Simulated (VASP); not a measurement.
# ZrS2 (P-3m1) in VASP: single point with HSE06

Aim: the single point of ZrS2 with HSE06.

All numbers are computed with VASP 6.6.1; they aren't measurements. Logs are shortened: lines on timing, memory, paths and dates and some standing lists are left out, and cuts for length are marked.

### 1 The cell of the first run

Symmetry: P-3m1, No. 164, trigonal system. Conventional cell: a = 3.680 Å, b = 3.680 Å, c = 6.533 Å, α = 90.00°, β = 90.00°, γ = 120.00°. Within 3.4 Å of Zr (site symmetry -3m) lie 6 S at 2.56 Å. Within 3.4 Å of S (site symmetry 3m) lie 3 Zr at 2.56 Å.

### 2 Single point, HSE06

POSCAR

```
ZrS2
1.0
    3.6796516598      0.0000000000      0.0000000000
   -1.8398258299      3.1866718144      0.0000000000
    0.0000000000      0.0000000000      6.5328830404
Zr S
1 2
Direct
    0.0000000000      0.0000000000      0.0000000000
    0.6666666667      0.3333333333      0.7808724533
    0.3333333333      0.6666666667      0.2191275467
```

INCAR.step1

```
  PREC = Accurate
  ENCUT = 400
  EDIFF = 1E-5
  ISMEAR = 0
  SIGMA = 0.02
  LREAL = False
  LASPH = True
  NELM = 120
  ALGO = Normal
  ISIF = 2
  LWAVE = True
  LCHARG = False
  NBANDS = 19
  GGA = PE
  GGA_COMPAT = False
```

INCAR.step2

```
  PREC = Accurate
  ENCUT = 400
  EDIFF = 1E-6
  ISMEAR = 0
  SIGMA = 0.02
  LREAL = False
  LASPH = True
  NELM = 120
  ALGO = Normal
  ISIF = 2
  LWAVE = False
  LCHARG = False
  GGA = PE
  LHFCALC = True
  HFSCREEN = 0.2079
  PRECFOCK = Normal
  NBANDS = 19
  ISTART = 1
  GGA_COMPAT = False
```

KPOINTS

```
regular mesh
0
Gamma
  6 6 4
```

Potentials or basis: VASP PAW PBE potentials, release 64 (Zr_sv, S).

Command:

```bash
$ cat potpaw_PBE.64/Zr_sv/POTCAR potpaw_PBE.64/S/POTCAR > POTCAR
$ cp INCAR.step1 INCAR
$ mpirun -np 1 vasp_std > vasp.out
$ cp INCAR.step2 INCAR
$ mpirun -np 1 vasp_std > vasp.out
```

OUTCAR:

```text
PREC = Accurate
   ENCUT = 400
   EDIFF = 1E-6
   ISMEAR = 0
   LREAL = False
   LASPH = True
   NELM = 120
   ISIF = 2
   GGA = PE
   LHFCALC = True
   HFSCREEN = 0.2079
   PRECFOCK = Normal
   ISTART = 1

 ion  position               nearest neighbor table
   1  0.000  0.000  0.000-   2 2.56   3 2.56   3 2.56   2 2.56   2 2.56   3 2.56
   2  0.667  0.333  0.781-   1 2.56   1 2.56   1 2.56
   3  0.333  0.667  0.219-   1 2.56   1 2.56   1 2.56

  LATTYP: Found a hexagonal cell.
 ALAT       =     3.6796516598
 C/A-ratio  =     1.7754080126

  Lattice vectors:

 A1 = (   3.6796516598,   0.0000000000,   0.0000000000)
 A2 = (  -1.8398258299,   3.1866718144,   0.0000000000)
 A3 = (   0.0000000000,   0.0000000000,   6.5328830404)

Analysis of symmetry for initial positions (statically):
=====================================================================
 Subroutine PRICEL returns:
 Original cell was already a primitive cell.

 Routine SETGRP: Setting up the symmetry group for a
 hexagonal supercell.

 Subroutine GETGRP returns: Found 12 space group operations
 (whereof 12 operations were pure point group operations)
 out of a pool of 24 trial point group operations.

The static configuration has the point symmetry D_3d.

Analysis of symmetry for dynamics (positions and initial velocities):
=====================================================================
 Subroutine PRICEL returns:
 Original cell was already a primitive cell.

 Routine SETGRP: Setting up the symmetry group for a
 hexagonal supercell.

 Subroutine GETGRP returns: Found 12 space group operations
 (whereof 12 operations were pure point group operations)
 out of a pool of 24 trial point group operations.

The dynamic configuration has the point symmetry D_3d.

 Subroutine INISYM returns: Found 12 space group operations
 (whereof 12 operations are pure point group operations),
 and found     1 'primitive' translations

----------------------------------------------------------------------------------------

                                     Primitive cell

  volume of cell :      76.6036

  direct lattice vectors                    reciprocal lattice vectors
     3.679651660  0.000000000  0.000000000     0.271764855  0.156903512  0.000000000
    -1.839825830  3.186671814  0.000000000     0.000000000  0.313807024  0.000000000
     0.000000000  0.000000000  6.532883040     0.000000000  0.000000000  0.153071775

  length of vectors
     3.679651660  3.679651660  6.532883040     0.313807024  0.313807024  0.153071775

  position of ions in fractional coordinates (direct lattice)
     0.000000000  0.000000000  0.000000000
     0.666666667  0.333333333  0.780872453
     0.333333333  0.666666667  0.219127547

  ion indices of the primitive-cell ions
   primitive index   ion index
                 1           1
                 2           2
                 3           3

----------------------------------------------------------------------------------------

 KPOINTS: regular mesh

Automatic generation of k-mesh.
 Grid dimensions read from file:
 generate k-points for:    6    6    4

 Generating k-lattice:

  Cartesian coordinates                     Fractional coordinates (reciprocal lattice)
     0.045294143  0.026150585  0.000000000     0.166666667  0.000000000  0.000000000
     0.000000000  0.052301171  0.000000000     0.000000000  0.166666667  0.000000000
     0.000000000  0.000000000  0.038267944     0.000000000  0.000000000  0.250000000

  Length of vectors
     0.052301171  0.052301171  0.038267944

  Shift w.r.t. Gamma in fractional coordinates (k-lattice)
     0.000000000  0.000000000  0.000000000

 Subroutine IBZKPT returns following result:
 ===========================================

 Found     24 irreducible k-points:

 Following reciprocal coordinates:
            Coordinates               Weight
  0.000000  0.000000  0.000000      1.000000
  0.166667 -0.000000  0.000000      6.000000
  0.333333 -0.000000  0.000000      6.000000
  0.500000  0.000000  0.000000      3.000000
  0.166667  0.166667  0.000000      6.000000
  0.333333  0.166667  0.000000     12.000000
[... 16 lines left out ...]
  0.333333  0.166667  0.500000     12.000000
  0.333333  0.333333  0.500000      2.000000
   k-points           NKPTS =     24   k-points in BZ     NKDIM =    144   number of bands    NBANDS=     19
   number of dos      NEDOS =    301   number of ions     NIONS =      3
   total plane-waves  NPLWV =  27648
   dimension x,y,z NGX =    24 NGY =   24 NGZ =   48
   dimension x,y,z NGXF=    48 NGYF=   48 NGZF=   96
   ions per type =               1   2
   NGX,Y,Z   is equivalent  to a cutoff of  10.84, 10.84, 12.21 a.u.
   NGXF,Y,Z  is equivalent  to a cutoff of  21.69, 21.69, 24.43 a.u.
 SYSTEM =  unknown system
   PREC   = accura    normal or accurate (medium, high low for compatibility)
   ISTART =      1    job   : 0-new  1-cont  2-samecut
   ICHARG =      0    charge: 1-file 2-atom 10-const
   ISPIN  =      1    spin polarized calculation?
   LNONCOLLINEAR =      F non collinear calculations
   LSORBIT =      F    spin-orbit coupling
   LASPH  =      T    aspherical Exc in radial PAW
   ENCUT  =  400.0 eV  29.40 Ry    5.42 a.u.   6.00  6.00 10.65*2*pi/ulx,y,z
   NELM   =    120;   NELMIN=  2; NELMDL=  0     # of ELM steps
   EDIFF  = 0.1E-05   stopping-criterion for ELM
   LREAL  =      F    real-space projection
   EDIFFG = 0.1E-04   stopping-criterion for IOM
   NSW    =      0    number of steps for IOM
   IBRION =     -1    ionic relax: 0-MD 1-quasi-New 2-CG
   NFREE  =      0    steps in history (QN), initial steepest desc. (CG)
   ISIF   =      2    stress and relaxation
   ISYM   =      3    0-nonsym 1-usesym 2-fastsym
   POTIM  = 0.5000    time-step for ionic-motion
   TEBEG  =    0.0;   TEEND  =   0.0 temperature during run
   PSTRESS=    0.0 pullay stress
   NELECT =      24.0000    total number of electrons
   NUPDOWN=      -1.0000    fix difference up-down
   EMIN   =  10.00;   EMAX   =-10.00  energy-range for DOS
   EFERMI =   0.00;   METHOD = LEGACY
   ISMEAR =     0;   SIGMA  =   0.02  broadening in eV -4-tet -1-fermi 0-gaus
   EFERMI_NEDOS =   21; number of points for ismear=-14 and -15
   IALGO  =     38    algorithm
   IMIX   =      1    mixing-type and parameters
     AMIX     =   0.40;   BMIX     =  1.00
     AMIX_MAG =   1.60;   BMIX_MAG =  1.00
  volume/ion in A,a.u.               =      25.53       172.32
  Fermi-wavevector in a.u.,A,eV,Ry     =   1.111891  2.101170 16.820909  1.236302
  Thomas-Fermi vector in A             =   2.248459
   LORBIT       =      0    0 simple, 1 ext, 2 COOP (PROOUT), +10 PAW based schemes
   GGA     = PE    functional components
   LHFCALC =     T    Hartree Fock is set to
   PRECFOCK=normal    Normal, Fast or Accurate (Low or Medium for compatibility)
   ENCUT4O =  -1.0   cutoff for four orbital integrals eV
   NKREDX  =     1    reduce k-point grid by
   NKREDY  =     1    reduce k-point grid by
   NKREDZ  =     1    reduce k-point grid by
   AEXX    =    0.2500 exact exchange contribution
   HFSCREEN=    0.2079 screening length (either q_TF or 0.3 A-1)
   HFSCREENC=   0.2079 screening length for correlation (either q_TF or 0.3 A-1)
   ENCUTFOCK=  -1.0 apply spherical cutoff to Coloumb kernel
   IVDW    =     0    specifies the selected vdW correction
   LEPSILON=     F    determine dielectric tensor
   LRPA    =     F    only Hartree local field effects (RPA)
 non-spin polarized calculation
 Gauss-broadening in eV      SIGMA  =   0.02
  energy-cutoff  :      400.00
  volume of cell :       76.60
 maximum number of plane-waves:      1416
  NGX = 20; NGY = 20; NGZ = 36

 number of electron      24.0000000 magnetization

 Free energy of the ion-electron system (eV)
  ---------------------------------------------------
  ext. energy  EPLUGINS =         0.00000000
  ---------------------------------------------------
  free energy    TOTEN  =       -25.44980202 eV

  energy without entropy =      -25.44980202  energy(sigma->0) =      -25.44980202

 E-fermi :   2.8531     XC(G=0):  -7.3765

 val. band max:        2.7302146882   @ k =   0.0000   0.0000   0.0000
 cond. band min:       4.7011496843   @ k =   0.5000   0.0000   0.5000
 fundamental gap:      1.9709349961
 Fermi energy:         2.8530797930

 k-point     1 :       0.0000    0.0000    0.0000
  band No.  band energies     occupation
      1     -49.5242      2.00000
      2     -26.1990      2.00000
      3     -26.0181      2.00000
      4     -26.0181      2.00000
      5     -11.0465      2.00000
      6      -9.6153      2.00000
[... 11 lines left out ...]
     18       9.4321      0.00000
     19       9.8031      0.00000

 k-point     2 :       0.1667   -0.0000    0.0000
  band No.  band energies     occupation
      1     -49.5190      2.00000
      2     -26.1828      2.00000
      3     -26.0961      2.00000
      4     -26.0349      2.00000
      5     -10.7448      2.00000
      6      -9.6774      2.00000
[... 11 lines left out ...]
     18      10.4882      0.00000
     19      11.4105      0.00000

 k-point     3 :       0.3333   -0.0000    0.0000
  band No.  band energies     occupation
      1     -49.5083      2.00000
      2     -26.2491      2.00000
      3     -26.1492      2.00000
      4     -26.0682      2.00000
      5     -10.1607      2.00000
      6      -9.7158      2.00000
[... 11 lines left out ...]
     18      11.1410      0.00000
     19      12.1003      0.00000

 k-point     4 :       0.5000    0.0000    0.0000
  band No.  band energies     occupation
      1     -49.5030      2.00000
      2     -26.3233      2.00000
      3     -26.1327      2.00000
      4     -26.0847      2.00000
      5     -10.0568      2.00000
      6      -9.4945      2.00000
[... 407 lines left out ...]
     18      12.4614      0.00000
     19      12.6623      0.00000

 k-point    23 :       0.3333    0.1667    0.5000
  band No.  band energies     occupation
      1     -49.5030      2.00000
      2     -26.2834      2.00000
      3     -26.1349      2.00000
      4     -26.1243      2.00000
      5      -9.9397      2.00000
      6      -9.6218      2.00000
[... 11 lines left out ...]
     18      11.1065      0.00000
     19      11.7347      0.00000

 k-point    24 :       0.3333    0.3333    0.5000
  band No.  band energies     occupation
      1     -49.5004      2.00000
      2     -26.2279      2.00000
      3     -26.2279      2.00000
      4     -26.1256      2.00000
      5      -9.7027      2.00000
      6      -9.7027      2.00000
[... 11 lines left out ...]
     18      12.1623      0.00000
     19      12.5673      0.00000

------------------------ aborting loop because EDIFF is reached ----------------------------------------

  FORCE on cell =-STRESS in cart. coord.  units (eV):
  Direction    XX          YY          ZZ          XY          YZ          ZX
  --------------------------------------------------------------------------------------
  -------------------------------------------------------------------------------------
  Total       -0.0528492     -0.0528492     -0.0075687      0.0000000      0.0000000      0.0000000
  in kB       -1.1053498     -1.1053498     -0.1582997      0.0000000      0.0000000      0.0000000
  external PRESSURE =      -0.7896664 kB  Pullay stress =       0.0000000 kB

 VOLUME and BASIS-vectors are now :
 -----------------------------------------------------------------------------
  energy-cutoff  :      400.00
  volume of cell :       76.60
      direct lattice vectors                 reciprocal lattice vectors
     3.679651660  0.000000000  0.000000000     0.271764855  0.156903512  0.000000000
    -1.839825830  3.186671814  0.000000000     0.000000000  0.313807024  0.000000000
     0.000000000  0.000000000  6.532883040     0.000000000  0.000000000  0.153071775

 POSITION                                       TOTAL-FORCE (eV/Angst)
 -----------------------------------------------------------------------------------
      0.00000      0.00000      0.00000         0.000000      0.000000      0.000000
      1.83983      1.06222      5.10135        -0.000000      0.000000     -0.005024
     -0.00000      2.12445      1.43153         0.000000     -0.000000      0.005024
 -----------------------------------------------------------------------------------
    total drift:                               -0.000000      0.000000     -0.000000

  FREE ENERGIE OF THE ION-ELECTRON SYSTEM (eV)
  ---------------------------------------------------
  free  energy   TOTEN  =       -25.4498020182 eV

  energy  without entropy=      -25.4498020182  energy(sigma->0) =      -25.44980202
```

Run time: 1.6 h. Hardware: 1 thread of Intel Xeon Platinum 8259CL at 2.50GHz (Skylake/Cascade Lake), shared host; peak memory 0.3 GiB.

Results:

```
Free energy            : -25.4498 eV
Pressure               : -0.1 GPa
Largest force          : 0.005 eV/Å
Band gap on the k mesh : 1.97 eV (least direct gap 2.60 eV)
```

Forces on the atoms (eV/Å):
```
Zr   0.000  0.000  0.000
S    0.000  0.000 -0.005
S    0.000  0.000  0.005
```

Stress tensor (GPa, compression positive):
```
-0.11  0.00  0.00
 0.00 -0.11  0.00
 0.00  0.00 -0.02
```

Caveat: the PAW data sets were made with another functional, which shifts forces and pressure a little; this functional lacks dispersion, which binds layers or chains, so the pressure and a relaxed spacing across them are unreliable.
